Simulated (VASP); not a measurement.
Cu:

```
Cu
1.0
     2.41641    0.00000    0.00000
     0.00000    2.41641    0.00000
     0.00000    0.00000    2.41641
Cu
1
Cartesian
  0.0000 0.0000 0.0000
```

This cell differs from its parent crystal: volume scaled by 1.12.

Base run:

```yaml
Program: VASP 6.6.1
Functional: LDA
Potentials_or_basis: VASP PAW LDA potentials, release 64 (Cu)
Cutoff: 520 eV
k_mesh: 15 × 15 × 15
Occupations: fermi-dirac, width 0.1 eV
Spin: no spin polarisation
```

Its results: pressure -11.1 GPa.

Question: The run is repeated on the same cell with these changes: potentials or basis from VASP PAW LDA potentials, release 64 (Cu) to VASP PAW LDA potentials, release 64 (Cu_sv_GW); cutoff from 520 eV to 700 eV; further incar settings from ALGO = Normal; EDIFF = 1e-06; NBANDS = 12 to ALGO = Normal; EDIFF = 1e-06; NBANDS = 16; valence electrons from 11 to 19. What comes out?

Answer: Pressure -15.8 GPa.
